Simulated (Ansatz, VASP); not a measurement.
One calculation of PbSe, two programs

```xyz
2
Lattice="0.0000 3.0621 3.0621 3.0621 0.0000 3.0621 3.0621 3.0621 0.0000" Properties=species:S:1:pos:R:3 pbc="T T T"
Pb    0.0000    0.0000    0.0000
Se    3.0621    3.0621    3.0621
```

Alike in both runs: task single point; functional PBE; k mesh 9 × 9 × 9; occupations fermi-dirac, width 0.01 eV; non-collinear spin, spin-orbit coupling.

|  | VASP | Ansatz |
| --- | --- | --- |
| version | VASP 6.6.1 | Ansatz 0.2.0 |
| potentials or method | VASP PAW PBE potentials, release 64 (Pb_d, Se), cutoff 520 eV | all-electron LAPW |

```tsv
	VASP	Ansatz	Ansatz less VASP
pressure (GPa)	2.1	2.0	-0.11
```

Ansatz ran all-electron here, and VASP with PAW potentials.
